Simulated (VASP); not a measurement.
# Cu3Pt (Pm-3m) in VASP: notebook

Runs on Cu3Pt. Level: LDA. Tasks: single point.

Program: VASP 6.6.1. These are calculated values, not measurements. Logs are shortened: lines on timing, memory, paths and dates and some standing lists are left out, and cuts for length are marked.

## (1) The cell of the first run

It takes space group Pm-3m (No. 221, cubic). Conventional cell: a = 3.783 Å, b = 3.783 Å, c = 3.783 Å, α = 90.00°, β = 90.00°, γ = 90.00°. Cu (site symmetry 4/mmm) has 8 Cu at 2.67 Å and 4 Pt at 2.67 Å within 3.5 Å. Within 3.5 Å of Pt (site symmetry m-3m) lie 12 Cu at 2.67 Å.

## (2) Single point, LDA (volume scaled by 1.06)

INCAR reads:

```
PREC = Accurate
ENCUT = 520
EDIFF = 1E-6
ISMEAR = -1
SIGMA = 0.05
LREAL = False
LASPH = True
NELM = 60
ALGO = Normal
ISIF = 2
LWAVE = False
LCHARG = False
GGA = CA
NBANDS = 30
```

KPOINTS reads:

```
regular mesh
0
Gamma
  9 9 9
```

POSCAR reads:

```
Cu3Pt
1.0
    3.7827635712      0.0000000000      0.0000000000
    0.0000000000      3.7827635712      0.0000000000
    0.0000000000      0.0000000000      3.7827635712
Cu Pt
3 1
Direct
    0.0000000000      0.5000000000      0.5000000000
    0.5000000000      0.0000000000      0.5000000000
    0.5000000000      0.5000000000      0.0000000000
    0.0000000000      0.0000000000      0.0000000000
```

Potentials or basis: VASP PAW LDA potentials, release 64 (Cu, Pt).

The run is started by

```bash
$ cat potpaw_LDA.64/Cu/POTCAR potpaw_LDA.64/Pt/POTCAR > POTCAR
$ mpirun -np 1 vasp_std > vasp.out
```

OUTCAR:

```text
PREC = Accurate
   ENCUT = 520
   EDIFF = 1E-6
   ISMEAR = -1
   LREAL = False
   LASPH = True
   NELM = 60
   ISIF = 2
   GGA = CA

 ion  position               nearest neighbor table
   1  0.000  0.500  0.500-   2 2.67   3 2.67   4 2.67   3 2.67   4 2.67   2 2.67   4 2.67   4 2.67
                             2 2.67   3 2.67   3 2.67   2 2.67
   2  0.500  0.000  0.500-   1 2.67   3 2.67   4 2.67   3 2.67   4 2.67   1 2.67   3 2.67   3 2.67
                             1 2.67   4 2.67   4 2.67   1 2.67
   3  0.500  0.500  0.000-   1 2.67   2 2.67   4 2.67   1 2.67   2 2.67   2 2.67   4 2.67   2 2.67
                             1 2.67   4 2.67   1 2.67   4 2.67
   4  0.000  0.000  0.000-   1 2.67   2 2.67   3 2.67   1 2.67   2 2.67   1 2.67   3 2.67   1 2.67
                             2 2.67   3 2.67   2 2.67   3 2.67

  LATTYP: Found a simple cubic cell.
 ALAT       =     3.7827635712

  Lattice vectors:

 A1 = (   3.7827635712,   0.0000000000,   0.0000000000)
 A2 = (   0.0000000000,   3.7827635712,   0.0000000000)
 A3 = (   0.0000000000,   0.0000000000,   3.7827635712)

Analysis of symmetry for initial positions (statically):
=====================================================================
 Subroutine PRICEL returns:
 Original cell was already a primitive cell.

 Routine SETGRP: Setting up the symmetry group for a
 simple cubic supercell.

 Subroutine GETGRP returns: Found 48 space group operations
 (whereof 48 operations were pure point group operations)
 out of a pool of 48 trial point group operations.

The static configuration has the point symmetry O_h .

Analysis of symmetry for dynamics (positions and initial velocities):
=====================================================================
 Subroutine PRICEL returns:
 Original cell was already a primitive cell.

 Routine SETGRP: Setting up the symmetry group for a
 simple cubic supercell.

 Subroutine GETGRP returns: Found 48 space group operations
 (whereof 48 operations were pure point group operations)
 out of a pool of 48 trial point group operations.

The dynamic configuration has the point symmetry O_h .

 Subroutine INISYM returns: Found 48 space group operations
 (whereof 48 operations are pure point group operations),
 and found     1 'primitive' translations

----------------------------------------------------------------------------------------

                                     Primitive cell

  volume of cell :      54.1287

  direct lattice vectors                    reciprocal lattice vectors
     3.782763571  0.000000000  0.000000000     0.264356992  0.000000000  0.000000000
     0.000000000  3.782763571  0.000000000     0.000000000  0.264356992  0.000000000
     0.000000000  0.000000000  3.782763571     0.000000000  0.000000000  0.264356992

  length of vectors
     3.782763571  3.782763571  3.782763571     0.264356992  0.264356992  0.264356992

  position of ions in fractional coordinates (direct lattice)
     0.000000000  0.500000000  0.500000000
     0.500000000  0.000000000  0.500000000
     0.500000000  0.500000000  0.000000000
     0.000000000  0.000000000  0.000000000

  ion indices of the primitive-cell ions
   primitive index   ion index
                 1           1
                 2           2
                 3           3
                 4           4

----------------------------------------------------------------------------------------

 KPOINTS: regular mesh

Automatic generation of k-mesh.
 Grid dimensions read from file:
 generate k-points for:    9    9    9

 Generating k-lattice:

  Cartesian coordinates                     Fractional coordinates (reciprocal lattice)
     0.029372999  0.000000000  0.000000000     0.111111111  0.000000000  0.000000000
     0.000000000  0.029372999  0.000000000     0.000000000  0.111111111  0.000000000
     0.000000000  0.000000000  0.029372999     0.000000000  0.000000000  0.111111111

  Length of vectors
     0.029372999  0.029372999  0.029372999

  Shift w.r.t. Gamma in fractional coordinates (k-lattice)
     0.000000000  0.000000000  0.000000000

 Subroutine IBZKPT returns following result:
 ===========================================

 Found     35 irreducible k-points:

 Following reciprocal coordinates:
            Coordinates               Weight
  0.000000  0.000000  0.000000      1.000000
  0.111111  0.000000  0.000000      6.000000
  0.222222  0.000000  0.000000      6.000000
  0.333333  0.000000  0.000000      6.000000
  0.444444  0.000000  0.000000      6.000000
  0.111111  0.111111  0.000000     12.000000
[... 16 lines left out ...]
  0.333333  0.333333  0.111111     24.000000
  0.444444  0.333333  0.111111     48.000000
 [... further k-points ...]
   k-points           NKPTS =     35   k-points in BZ     NKDIM =     35   number of bands    NBANDS=     30
   number of dos      NEDOS =    301   number of ions     NIONS =      4
   total plane-waves  NPLWV =  21952
   dimension x,y,z NGX =    28 NGY =   28 NGZ =   28
   dimension x,y,z NGXF=    56 NGYF=   56 NGZF=   56
   ions per type =               3   1
   NGX,Y,Z   is equivalent  to a cutoff of  12.31, 12.31, 12.31 a.u.
   NGXF,Y,Z  is equivalent  to a cutoff of  24.61, 24.61, 24.61 a.u.
 SYSTEM =  unknown system
   PREC   = accura    normal or accurate (medium, high low for compatibility)
   ISTART =      0    job   : 0-new  1-cont  2-samecut
   ICHARG =      2    charge: 1-file 2-atom 10-const
   ISPIN  =      1    spin polarized calculation?
   LNONCOLLINEAR =      F non collinear calculations
   LSORBIT =      F    spin-orbit coupling
   LASPH  =      T    aspherical Exc in radial PAW
   ENCUT  =  520.0 eV  38.22 Ry    6.18 a.u.   7.03  7.03  7.03*2*pi/ulx,y,z
   NELM   =     60;   NELMIN=  2; NELMDL= -5     # of ELM steps
   EDIFF  = 0.1E-05   stopping-criterion for ELM
   LREAL  =      F    real-space projection
   EDIFFG = 0.1E-04   stopping-criterion for IOM
   NSW    =      0    number of steps for IOM
   IBRION =     -1    ionic relax: 0-MD 1-quasi-New 2-CG
   NFREE  =      0    steps in history (QN), initial steepest desc. (CG)
   ISIF   =      2    stress and relaxation
   ISYM   =      2    0-nonsym 1-usesym 2-fastsym
   POTIM  = 0.5000    time-step for ionic-motion
   TEBEG  =    0.0;   TEEND  =   0.0 temperature during run
   PSTRESS=    0.0 pullay stress
   NELECT =      43.0000    total number of electrons
   NUPDOWN=      -1.0000    fix difference up-down
   EMIN   =  10.00;   EMAX   =-10.00  energy-range for DOS
   EFERMI =   0.00;   METHOD = LEGACY
   ISMEAR =    -1;   SIGMA  =   0.05  broadening in eV -4-tet -1-fermi 0-gaus
   EFERMI_NEDOS =   21; number of points for ismear=-14 and -15
   IALGO  =     38    algorithm
   IMIX   =      4    mixing-type and parameters
     AMIX     =   0.40;   BMIX     =  1.00
     AMIX_MAG =   1.60;   BMIX_MAG =  1.00
  volume/ion in A,a.u.               =      13.53        91.32
  Fermi-wavevector in a.u.,A,eV,Ry     =   1.516195  2.865193 31.277724  2.298848
  Thomas-Fermi vector in A             =   2.625617
   LORBIT       =      0    0 simple, 1 ext, 2 COOP (PROOUT), +10 PAW based schemes
   GGA     = CA    functional components
   LHFCALC =     F    Hartree Fock is set to
   AEXX    =    0.0000 exact exchange contribution
   IVDW    =     0    specifies the selected vdW correction
   LEPSILON=     F    determine dielectric tensor
   LRPA    =     F    only Hartree local field effects (RPA)
 non-spin polarized calculation
  energy-cutoff  :      520.00
  volume of cell :       54.13
 maximum number of plane-waves:      1466
   NGX = 15   NGY = 15   NGZ = 15

 number of electron      42.9999961 magnetization

 Free energy of the ion-electron system (eV)
  ---------------------------------------------------
  ext. energy  EPLUGINS =         0.00000000
  ---------------------------------------------------
  free energy    TOTEN  =       -21.74419449 eV

  energy without entropy =      -21.73072138  energy(sigma->0) =      -21.73745794

 E-fermi :   7.1733     XC(G=0): -12.8634

 val. band max:        7.1590106797   @ k =   0.4444   0.4444   0.1111
 cond. band min:       7.2012138536   @ k =   0.3333   0.2222   0.0000
 fundamental gap:      0.0422031740
 Fermi energy:         7.1732841721

 k-point     1 :       0.0000    0.0000    0.0000
  band No.  band energies     occupation
      1      -1.5354      2.00000
      2       2.1921      2.00000
      3       2.1921      2.00000
      4       2.9591      2.00000
      5       2.9591      2.00000
      6       2.9591      2.00000
[... 22 lines left out ...]
     29      18.4921      0.00000
     30      18.4921      0.00000

 k-point     2 :       0.1111    0.0000    0.0000
  band No.  band energies     occupation
      1      -1.3882      2.00000
      2       2.2535      2.00000
      3       2.2607      2.00000
      4       2.9994      2.00000
      5       3.0084      2.00000
      6       3.0084      2.00000
[... 22 lines left out ...]
     29      18.4185      0.00000
     30      18.4185      0.00000

 k-point     3 :       0.2222    0.0000    0.0000
  band No.  band energies     occupation
      1      -0.9565      2.00000
      2       2.3642      2.00000
      3       2.4490      2.00000
      4       3.1137      2.00000
      5       3.1561      2.00000
      6       3.1561      2.00000
[... 22 lines left out ...]
     29      17.9002      0.00000
     30      18.1550      0.00000

 k-point     4 :       0.3333    0.0000    0.0000
  band No.  band energies     occupation
      1      -0.2767      2.00000
      2       2.2590      2.00000
      3       2.6970      2.00000
      4       3.2771      2.00000
      5       3.3966      2.00000
      6       3.3966      2.00000
[... 22 lines left out ...]
     29      17.0049      0.00000
     30      17.9841      0.00000

 k-point     5 :       0.4444    0.0000    0.0000
  band No.  band energies     occupation
      1       0.5295      2.00000
      2       1.7217      2.00000
      3       2.8882      2.00000
      4       3.4251      2.00000
      5       3.6851      2.00000
      6       3.6851      2.00000
[... 22 lines left out ...]
     29      16.0332      0.00000
     30      17.9003      0.00000
[... 526 lines left out ...]
     29      18.7698      0.00000
     30      19.5714      0.00000

 k-point    22 :       0.4444    0.2222    0.1111
  band No.  band energies     occupation
      1       1.1391      2.00000
      2       2.0613      2.00000
      3       3.1734      2.00000
      4       3.3694      2.00000
      5       3.5399      2.00000
      6       3.8511      2.00000
[... 22 lines left out ...]
     29      18.7206      0.00000
     30      19.5953      0.00000

 k-point    23 :       0.3333    0.3333    0.1111
  band No.  band energies     occupation
      1       0.9448      2.00000
      2       2.6742      2.00000
      3       2.9612      2.00000
      4       3.4410      2.00000
      5       3.6343      2.00000
      6       3.6826      2.00000
[... 22 lines left out ...]
     29      19.7601      0.00000
     30      19.8849      0.00000

 k-point    24 :       0.4444    0.3333    0.1111
  band No.  band energies     occupation
      1       1.6346      2.00000
      2       2.2950      2.00000
      3       3.0548      2.00000
      4       3.3958      2.00000
      5       3.6824      2.00000
      6       3.9403      2.00000
[... 22 lines left out ...]
     29      18.6801      0.00000
     30      19.3717      0.00000

 [... further k-points ...]

------------------------ aborting loop because EDIFF is reached ----------------------------------------

  FORCE on cell =-STRESS in cart. coord.  units (eV):
  Direction    XX          YY          ZZ          XY          YZ          ZX
  --------------------------------------------------------------------------------------
  -------------------------------------------------------------------------------------
  Total       -6.4049562     -6.4049562     -6.4049562      0.0000000      0.0000000      0.0000000
  in kB     -189.5828957   -189.5828957   -189.5828957      0.0000000      0.0000000      0.0000000
  external PRESSURE =    -189.5828957 kB  Pullay stress =       0.0000000 kB

 VOLUME and BASIS-vectors are now :
 -----------------------------------------------------------------------------
  energy-cutoff  :      520.00
  volume of cell :       54.13
      direct lattice vectors                 reciprocal lattice vectors
     3.782763571  0.000000000  0.000000000     0.264356992  0.000000000  0.000000000
     0.000000000  3.782763571  0.000000000     0.000000000  0.264356992  0.000000000
     0.000000000  0.000000000  3.782763571     0.000000000  0.000000000  0.264356992

 POSITION                                       TOTAL-FORCE (eV/Angst)
 -----------------------------------------------------------------------------------
      0.00000      1.89138      1.89138         0.000000      0.000000      0.000000
      1.89138      0.00000      1.89138         0.000000      0.000000      0.000000
      1.89138      1.89138      0.00000         0.000000      0.000000      0.000000
      0.00000      0.00000      0.00000         0.000000      0.000000      0.000000
 -----------------------------------------------------------------------------------
    total drift:                                0.000000      0.000000      0.000000

  FREE ENERGIE OF THE ION-ELECTRON SYSTEM (eV)
  ---------------------------------------------------
  free  energy   TOTEN  =       -21.7441944920 eV

  energy  without entropy=      -21.7307213814  energy(sigma->0) =      -21.73745794
```

Run time: 40 s. Hardware: 1 thread of Intel Xeon Platinum 8488C (Sapphire Rapids), shared host; peak memory 0.17 GiB.

What came out:

```yaml
Free_energy: -21.7442 eV
Pressure: -19.0 GPa
```

Caveat: spin-orbit coupling is left out, which moves the levels of the heavy elements.

## (3) Single point, LDA (volume scaled by 0.94)

INCAR reads:

```
  PREC = Accurate
  ENCUT = 520
  EDIFF = 1E-6
  ISMEAR = -1
  SIGMA = 0.05
  LREAL = False
  LASPH = True
  NELM = 60
  ALGO = Normal
  ISIF = 2
  LWAVE = False
  LCHARG = True
  GGA = CA
  LELF = True
  LVHAR = True
  NBANDS = 30
```

KPOINTS reads:

```
Automatic mesh
0
Gamma
  9 9 9
```

POSCAR reads:

```
Cu3Pt
1.0
    3.6342644633      0.0000000000      0.0000000000
    0.0000000000      3.6342644633      0.0000000000
    0.0000000000      0.0000000000      3.6342644633
Cu Pt
3 1
Direct
    0.0000000000      0.5000000000      0.5000000000
    0.5000000000      0.0000000000      0.5000000000
    0.5000000000      0.5000000000      0.0000000000
    0.0000000000      0.0000000000      0.0000000000
```

Potentials or basis: VASP PAW LDA potentials, release 64 (Cu, Pt).

The run is started by

```bash
$ cat potpaw_LDA.64/Cu/POTCAR potpaw_LDA.64/Pt/POTCAR > POTCAR
$ mpirun -np 1 vasp_std > vasp.out
```

It took 21 s on 1 thread of Intel Xeon 6975P-C (Granite Rapids), shared host; peak memory 0.17 GiB.

It converged, with:

- Free energy: -22.1493 eV
- Pressure: 0.1 GPa

Levels at points of the mesh, in eV from the Fermi level:
```
           k point  band 19  band 20  band 21  band 22  band 23  band 24
(0.00, 0.00, 0.00)    -0.08    -0.08    -0.08     1.83     1.83     1.83
```

Caveat: spin-orbit coupling is left out, which moves the levels of the heavy elements.

(Part 1 of 2 ends here.)
